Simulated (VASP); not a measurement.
# Ga3Se (P4/mmm) in VASP: notebook

The runs below take Ga3Se through single point, relaxation of cell and atoms, with PBE.

Program: VASP 6.6.1. These are calculated values, not measurements. Logs are shortened: lines on timing, memory, paths and dates and some standing lists are left out, and cuts for length are marked.

## 1. The cell of the first run

Symmetry: P4/mmm, No. 123, tetragonal system. Conventional cell: a = 4.100 Å, b = 4.100 Å, c = 5.035 Å, α = 90.00°, β = 90.00°, γ = 90.00°. Ga (site symmetry mmm) has 8 Ga at 2.90 to 3.25 Å and 4 Se at 3.25 Å within 3.8 Å. Ga (site symmetry 4/mmm) has 4 Se at 2.90 Å and 8 Ga at 3.25 Å within 3.8 Å. Se (site symmetry 4/mmm) has 12 Ga at 2.90 to 3.25 Å within 3.8 Å.

The cell was generated, and may not be a known phase.

## 2. Single point, PBE

INCAR reads:

```
PREC = Accurate ; ENCUT = 520
EDIFF = 1E-7 ; ISMEAR = 0
SIGMA = 0.1 ; LREAL = F
LASPH = T ; NELM = 60
ALGO = Normal ; ISIF = 2
LWAVE = F ; LCHARG = F
GGA = PE ; NBANDS = 30
```

KPOINTS reads:

```
Automatic mesh
0
Gamma
  4 4 4
```

POSCAR reads:

```
Ga3Se
1.0
    4.0999316874      0.0000000000      0.0000000000
    0.0000000000      4.0999316874      0.0000000000
    0.0000000000      0.0000000000      5.0348214273
Ga Se
3 1
Direct
    0.0000000000      0.5000000000      0.5000000000
    0.5000000000      0.0000000000      0.5000000000
    0.5000000000      0.5000000000      0.0000000000
    0.0000000000      0.0000000000      0.0000000000
```

Potentials or basis: VASP PAW PBE potentials, release 64 (Ga_d, Se).

Command:

```console
cat potpaw_PBE.64/Ga_d/POTCAR potpaw_PBE.64/Se/POTCAR > POTCAR
mpirun -np 1 vasp_std > vasp.out
```

OUTCAR:

```text
PREC = Accurate
   ENCUT = 520
   EDIFF = 1E-7
   ISMEAR = 0
   LREAL = F
   LASPH = T
   NELM = 60
   ISIF = 2
   GGA = PE

 ion  position               nearest neighbor table
   1  0.000  0.500  0.500-   2 2.90   2 2.90   2 2.90   2 2.90
   2  0.500  0.000  0.500-   1 2.90   1 2.90   1 2.90   1 2.90
   3  0.500  0.500  0.000-
   4  0.000  0.000  0.000-

  LATTYP: Found a simple tetragonal cell.
 ALAT       =     4.0999316874
 C/A-ratio  =     1.2280256871

  Lattice vectors:

 A1 = (   4.0999316874,   0.0000000000,   0.0000000000)
 A2 = (   0.0000000000,   4.0999316874,   0.0000000000)
 A3 = (   0.0000000000,   0.0000000000,   5.0348214273)

Analysis of symmetry for initial positions (statically):
=====================================================================
 Subroutine PRICEL returns:
 Original cell was already a primitive cell.

 Routine SETGRP: Setting up the symmetry group for a
 simple tetragonal supercell.

 Subroutine GETGRP returns: Found 16 space group operations
 (whereof 16 operations were pure point group operations)
 out of a pool of 16 trial point group operations.

The static configuration has the point symmetry D_4h.

Analysis of symmetry for dynamics (positions and initial velocities):
=====================================================================
 Subroutine PRICEL returns:
 Original cell was already a primitive cell.

 Routine SETGRP: Setting up the symmetry group for a
 simple tetragonal supercell.

 Subroutine GETGRP returns: Found 16 space group operations
 (whereof 16 operations were pure point group operations)
 out of a pool of 16 trial point group operations.

The dynamic configuration has the point symmetry D_4h.

 Subroutine INISYM returns: Found 16 space group operations
 (whereof 16 operations are pure point group operations),
 and found     1 'primitive' translations

----------------------------------------------------------------------------------------

                                     Primitive cell

  volume of cell :      84.6325

  direct lattice vectors                    reciprocal lattice vectors
     4.099931687  0.000000000  0.000000000     0.243906503  0.000000000  0.000000000
     0.000000000  4.099931687  0.000000000     0.000000000  0.243906503  0.000000000
     0.000000000  0.000000000  5.034821427     0.000000000  0.000000000  0.198616776

  length of vectors
     4.099931687  4.099931687  5.034821427     0.243906503  0.243906503  0.198616776

  position of ions in fractional coordinates (direct lattice)
     0.000000000  0.500000000  0.500000000
     0.500000000  0.000000000  0.500000000
     0.500000000  0.500000000  0.000000000
     0.000000000  0.000000000  0.000000000

  ion indices of the primitive-cell ions
   primitive index   ion index
                 1           1
                 2           2
                 3           3
                 4           4

----------------------------------------------------------------------------------------

 KPOINTS: Automatic mesh

Automatic generation of k-mesh.
 Grid dimensions read from file:
 generate k-points for:    4    4    4

 Generating k-lattice:

  Cartesian coordinates                     Fractional coordinates (reciprocal lattice)
     0.060976626  0.000000000  0.000000000     0.250000000  0.000000000  0.000000000
     0.000000000  0.060976626  0.000000000     0.000000000  0.250000000  0.000000000
     0.000000000  0.000000000  0.049654194     0.000000000  0.000000000  0.250000000

  Length of vectors
     0.060976626  0.060976626  0.049654194

  Shift w.r.t. Gamma in fractional coordinates (k-lattice)
     0.000000000  0.000000000  0.000000000

 Subroutine IBZKPT returns following result:
 ===========================================

 Found     18 irreducible k-points:

 Following reciprocal coordinates:
            Coordinates               Weight
  0.000000  0.000000  0.000000      1.000000
  0.250000  0.000000  0.000000      4.000000
  0.500000  0.000000  0.000000      2.000000
  0.250000  0.250000  0.000000      4.000000
  0.500000  0.250000  0.000000      4.000000
  0.500000  0.500000  0.000000      1.000000
[... 10 lines left out ...]
  0.500000  0.250000  0.500000      4.000000
  0.500000  0.500000  0.500000      1.000000
   k-points           NKPTS =     18   k-points in BZ     NKDIM =     18   number of bands    NBANDS=     30
   number of dos      NEDOS =    301   number of ions     NIONS =      4
   total plane-waves  NPLWV =  36000
   dimension x,y,z NGX =    30 NGY =   30 NGZ =   40
   dimension x,y,z NGXF=    60 NGYF=   60 NGZF=   80
   ions per type =               3   1
   NGX,Y,Z   is equivalent  to a cutoff of  12.16, 12.16, 13.21 a.u.
   NGXF,Y,Z  is equivalent  to a cutoff of  24.33, 24.33, 26.42 a.u.
 SYSTEM =  unknown system
   PREC   = accura    normal or accurate (medium, high low for compatibility)
   ISTART =      0    job   : 0-new  1-cont  2-samecut
   ICHARG =      2    charge: 1-file 2-atom 10-const
   ISPIN  =      1    spin polarized calculation?
   LNONCOLLINEAR =      F non collinear calculations
   LSORBIT =      F    spin-orbit coupling
   LASPH  =      T    aspherical Exc in radial PAW
   ENCUT  =  520.0 eV  38.22 Ry    6.18 a.u.   7.62  7.62  9.36*2*pi/ulx,y,z
   NELM   =     60;   NELMIN=  2; NELMDL= -5     # of ELM steps
   EDIFF  = 0.1E-06   stopping-criterion for ELM
   LREAL  =      F    real-space projection
   EDIFFG = 0.1E-05   stopping-criterion for IOM
   NSW    =      0    number of steps for IOM
   IBRION =     -1    ionic relax: 0-MD 1-quasi-New 2-CG
   NFREE  =      0    steps in history (QN), initial steepest desc. (CG)
   ISIF   =      2    stress and relaxation
   ISYM   =      2    0-nonsym 1-usesym 2-fastsym
   POTIM  = 0.5000    time-step for ionic-motion
   TEBEG  =    0.0;   TEEND  =   0.0 temperature during run
   PSTRESS=    0.0 pullay stress
   NELECT =      45.0000    total number of electrons
   NUPDOWN=      -1.0000    fix difference up-down
   EMIN   =  10.00;   EMAX   =-10.00  energy-range for DOS
   EFERMI =   0.00;   METHOD = LEGACY
   ISMEAR =     0;   SIGMA  =   0.10  broadening in eV -4-tet -1-fermi 0-gaus
   EFERMI_NEDOS =   21; number of points for ismear=-14 and -15
   IALGO  =     38    algorithm
   IMIX   =      4    mixing-type and parameters
     AMIX     =   0.40;   BMIX     =  1.00
     AMIX_MAG =   1.60;   BMIX_MAG =  1.00
  volume/ion in A,a.u.               =      21.16       142.78
  Fermi-wavevector in a.u.,A,eV,Ry     =   1.326274  2.506294 23.932682  1.759003
  Thomas-Fermi vector in A             =   2.455673
   LORBIT       =      0    0 simple, 1 ext, 2 COOP (PROOUT), +10 PAW based schemes
   GGA     = PE    functional components
   LHFCALC =     F    Hartree Fock is set to
   AEXX    =    0.0000 exact exchange contribution
   IVDW    =     0    specifies the selected vdW correction
   LEPSILON=     F    determine dielectric tensor
   LRPA    =     F    only Hartree local field effects (RPA)
 non-spin polarized calculation
 Gauss-broadening in eV      SIGMA  =   0.10
  energy-cutoff  :      520.00
  volume of cell :       84.63
 maximum number of plane-waves:      2291
   NGX = 15   NGY = 15   NGZ = 19

 number of electron      45.0000061 magnetization

 Free energy of the ion-electron system (eV)
  ---------------------------------------------------
  ext. energy  EPLUGINS =         0.00000000
  ---------------------------------------------------
  free energy    TOTEN  =       -12.35522327 eV

  energy without entropy =      -12.34821813  energy(sigma->0) =      -12.35172070

 E-fermi :   4.8882     XC(G=0): -10.4008

 val. band max:        4.8855988118   @ k =   0.5000   0.0000   0.0000
 cond. band min:       4.9686309366   @ k =   0.2500   0.2500   0.5000
 fundamental gap:      0.0830321248
 Fermi energy:         4.8881863129

 k-point     1 :       0.0000    0.0000    0.0000
  band No.  band energies     occupation
      1     -10.3160      2.00000
      2     -10.2515      2.00000
      3     -10.2451      2.00000
      4     -10.1892      2.00000
      5     -10.1892      2.00000
      6     -10.0872      2.00000
[... 22 lines left out ...]
     29      10.5707      0.00000
     30      11.0059      0.00000

 k-point     2 :       0.2500    0.0000    0.0000
  band No.  band energies     occupation
      1     -10.2628      2.00000
      2     -10.2180      2.00000
      3     -10.2007      2.00000
      4     -10.1745      2.00000
      5     -10.1728      2.00000
      6     -10.1029      2.00000
[... 22 lines left out ...]
     29      11.8021      0.00000
     30      12.1414      0.00000

 k-point     3 :       0.5000    0.0000    0.0000
  band No.  band energies     occupation
      1     -10.1566      2.00000
      2     -10.1500      2.00000
      3     -10.1487      2.00000
      4     -10.1342      2.00000
      5     -10.1333      2.00000
      6     -10.1271      2.00000
[... 22 lines left out ...]
     29       9.9889      0.00000
     30      10.1142      0.00000

 k-point     4 :       0.2500    0.2500    0.0000
  band No.  band energies     occupation
      1     -10.2657      2.00000
      2     -10.1948      2.00000
      3     -10.1734      2.00000
      4     -10.1491      2.00000
      5     -10.1365      2.00000
      6     -10.1358      2.00000
[... 22 lines left out ...]
     29      10.5149      0.00000
     30      10.7379      0.00000

 k-point     5 :       0.5000    0.2500    0.0000
  band No.  band energies     occupation
      1     -10.2145      2.00000
      2     -10.2129      2.00000
      3     -10.1907      2.00000
      4     -10.1666      2.00000
      5     -10.1005      2.00000
      6     -10.0993      2.00000
[... 22 lines left out ...]
     29       9.9259      0.00000
     30      12.8886      0.00000
[... 328 lines left out ...]
     29       9.2551      0.00000
     30      10.1864      0.00000

 k-point    16 :       0.2500    0.2500    0.5000
  band No.  band energies     occupation
      1     -10.2634      2.00000
      2     -10.2192      2.00000
      3     -10.1719      2.00000
      4     -10.1471      2.00000
      5     -10.1335      2.00000
      6     -10.1316      2.00000
[... 22 lines left out ...]
     29      10.0835      0.00000
     30      12.2145      0.00000

 k-point    17 :       0.5000    0.2500    0.5000
  band No.  band energies     occupation
      1     -10.2414      2.00000
      2     -10.2133      2.00000
      3     -10.2107      2.00000
      4     -10.1759      2.00000
      5     -10.1057      2.00000
      6     -10.1007      2.00000
[... 22 lines left out ...]
     29      11.0965      0.00000
     30      12.5254      0.00000

 k-point    18 :       0.5000    0.5000    0.5000
  band No.  band energies     occupation
      1     -10.2854      2.00000
      2     -10.2446      2.00000
      3     -10.2446      2.00000
      4     -10.2000      2.00000
      5     -10.0964      2.00000
      6     -10.0964      2.00000
[... 22 lines left out ...]
     29      13.0300      0.00000
     30      13.0300      0.00000

------------------------ aborting loop because EDIFF is reached ----------------------------------------

  FORCE on cell =-STRESS in cart. coord.  units (eV):
  Direction    XX          YY          ZZ          XY          YZ          ZX
  --------------------------------------------------------------------------------------
  -------------------------------------------------------------------------------------
  Total        0.1072075      0.1072075     -0.0456886      0.0000000      0.0000000      0.0000000
  in kB        2.0295444      2.0295444     -0.8649311      0.0000000      0.0000000      0.0000000
  external PRESSURE =       1.0647193 kB  Pullay stress =       0.0000000 kB

 VOLUME and BASIS-vectors are now :
 -----------------------------------------------------------------------------
  energy-cutoff  :      520.00
  volume of cell :       84.63
      direct lattice vectors                 reciprocal lattice vectors
     4.099931687  0.000000000  0.000000000     0.243906503  0.000000000  0.000000000
     0.000000000  4.099931687  0.000000000     0.000000000  0.243906503  0.000000000
     0.000000000  0.000000000  5.034821427     0.000000000  0.000000000  0.198616776

 POSITION                                       TOTAL-FORCE (eV/Angst)
 -----------------------------------------------------------------------------------
      0.00000      2.04997      2.51741         0.000000      0.000000      0.000000
      2.04997      0.00000      2.51741         0.000000      0.000000      0.000000
      2.04997      2.04997      0.00000         0.000000      0.000000      0.000000
      0.00000      0.00000      0.00000         0.000000      0.000000      0.000000
 -----------------------------------------------------------------------------------
    total drift:                                0.000000      0.000000     -0.000000

  FREE ENERGIE OF THE ION-ELECTRON SYSTEM (eV)
  ---------------------------------------------------
  free  energy   TOTEN  =       -12.3552232738 eV

  energy  without entropy=      -12.3482181333  energy(sigma->0) =      -12.35172070
```

Run time: 56 s. Hardware: 1 thread of Intel Xeon 8259CL, shared host; peak memory 0.2 GiB.

What came out:

- Free energy: -12.3552 eV
- Pressure: 0.1 GPa
- Band gap on the k mesh: zero (an odd number of electrons rules out a gap without spin polarisation)

Stress tensor (GPa, compression positive):
```
 0.20  0.00  0.00
 0.00  0.20  0.00
 0.00  0.00 -0.09
```

Caveat: the k points lie up to 0.38 Å⁻¹ apart, too coarse for converged energies and pressures of a metal.

## 3. Single point, PBE

This run uses another cell than the first one, of 21.50 Å³/atom.

INCAR reads:

```
  ALGO = Normal
  EDIFF = 1E-7
  ENCUT = 520
  GGA = PE
  ISIF = 2
  ISMEAR = 0
  LASPH = True
  LCHARG = False
  LREAL = False
  LWAVE = False
  NBANDS = 30
  NELM = 100
  PREC = Accurate
  SIGMA = 0.1
```

KPOINTS reads:

```
k-points
0
Gamma
  4 4 4
```

POSCAR reads:

```
Ga3Se
1.0
    3.9085140800      0.0000000000      0.0000000000
    0.0000000000      3.9085140800      0.0000000000
    0.0000000000      0.0000000000      5.6306242800
Ga Se
3 1
Direct
    0.0000000000      0.5000000000      0.5000000000
    0.5000000000      0.0000000000      0.5000000000
    0.5000000000      0.5000000000      0.0000000000
    0.0000000000      0.0000000000      0.0000000000
```

Potentials or basis: VASP PAW PBE potentials, release 64 (Ga_d, Se).

Command:

```console
cat potpaw_PBE.64/Ga_d/POTCAR potpaw_PBE.64/Se/POTCAR > POTCAR
mpirun -np 1 vasp_std > vasp.out
```

Wall time 74 s (1 thread of Intel Xeon 8259CL, shared host); peak memory 0.2 GiB.

The run converged. Its results:

* Free energy: -12.2230 eV
* Pressure: 0.6 GPa
* Band gap on the k mesh: zero (an odd number of electrons rules out a gap without spin polarisation)

Stress tensor (GPa, compression positive):
```
 2.51  0.00  0.00
 0.00  2.51  0.00
 0.00  0.00 -3.08
```

Levels at points of the mesh, in eV from the Fermi level:
```tsv
k point	band 18	band 19	band 20	band 21	band 22	band 23	band 24	band 25	band 26	band 27
(0.00, 0.00, 0.00)	-4.80	-3.28	-2.79	-2.79	-0.26	0.99	0.99	1.80	5.20	5.66
(0.50, 0.00, 0.00)	-6.06	-4.80	-3.20	-1.57	-1.23	1.33	1.87	1.91	3.72	3.99
(0.50, 0.50, 0.00)	-5.89	-5.31	-2.99	-2.99	-2.50	-2.22	-1.49	1.17	1.17	1.37
(0.00, 0.00, 0.50)	-4.02	-2.57	-2.57	-1.70	-0.02	0.33	0.33	0.77	2.73	3.12
(0.50, 0.00, 0.50)	-6.84	-6.66	-1.46	-0.94	0.53	1.51	2.84	2.86	3.00	3.08
(0.50, 0.50, 0.50)	-5.04	-4.67	-4.67	-4.66	-4.14	-3.36	0.55	3.69	3.69	4.66
```

Caveat: the k points lie up to 0.40 Å⁻¹ apart, too coarse for converged energies and pressures of a metal.

(Part 1 of 2 ends here.)

The gap in the log of VASP goes by the Fermi energy; the results here count the filled bands.